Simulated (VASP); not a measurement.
Wanted: the native input for a VASP 6.6.1 run.

```yaml
Task: single point
Functional: PBE
Potentials_or_basis: VASP PAW PBE potentials, release 64 (Be, Se)
Cutoff: 600 eV
k_mesh: 3 × 3 × 3
Occupations: gaussian, width 0.2 eV
Spin: no spin polarisation
Dipole_correction: no
Further_INCAR_settings: ALGO = Normal; EDIFF = 1e-06; NBANDS = 23
```

The structure of BeSe2 lies in POSCAR:

```
BeSe2
1.0
    3.5040523151      2.0230655474      2.8785866672
   -3.5040523151      2.0230655474      2.8785866672
    0.0000000000     -4.0461310948      2.8785866672
Be Se
2 4
Direct
    0.7510256841      0.7510256841      0.7510256841
    0.2489743159      0.2489743159      0.2489743159
    0.5000000000      0.5000000000      0.0000000000
    0.0000000000      0.5000000000      0.5000000000
    0.5000000000      0.0000000000      0.5000000000
    0.0000000000      0.0000000000      0.0000000000
```

The cell was built from a structure type or drawn by symmetry, and may not be a known phase.

The input as run:

INCAR

```
SYSTEM = BeSe2
PREC     = Accurate       ! precision mode
ENCUT    = 600            ! plane-wave cutoff, eV
EDIFF    = 1E-6           ! SCF threshold, eV
ISMEAR   = 0              ! smearing method
SIGMA    = 0.2            ! smearing width, eV
LREAL    = .False.        ! projectors in reciprocal space
LASPH    = .True.         ! aspherical terms in the spheres
NELM     = 120            ! most SCF steps
ALGO     = Normal         ! electronic algorithm
ISIF     = 2              ! what is computed and relaxed
LWAVE    = .False.        ! write WAVECAR
LCHARG   = .False.        ! write CHGCAR
GGA      = PE             ! functional
NBANDS   = 23             ! bands
GGA_COMPAT= .False.
```

KPOINTS

```
Automatic mesh
0
Gamma
  3 3 3
  0 0 0
```

Potentials or basis: VASP PAW PBE potentials, release 64 (Be, Se).

Run with:

```bash
$ cat potpaw_PBE.64/Be/POTCAR potpaw_PBE.64/Se/POTCAR > POTCAR
$ mpirun -np 1 vasp_std > vasp.out
```

Results of the run:

```yaml
Pressure: 0.3 GPa
Largest_force: 0.008 eV/Å
Band_gap_on_the_k_mesh: zero (bands 14 and 15 overlap by 1.10 eV)
```

Caveat: the k points lie up to 0.42 Å⁻¹ apart, too coarse for converged energies and pressures of a metal.

It took 13 s on 1 thread of AMD EPYC 9R45 96-Core Processor (Zen 5), with other jobs on the host, peak memory 0.2 GiB.
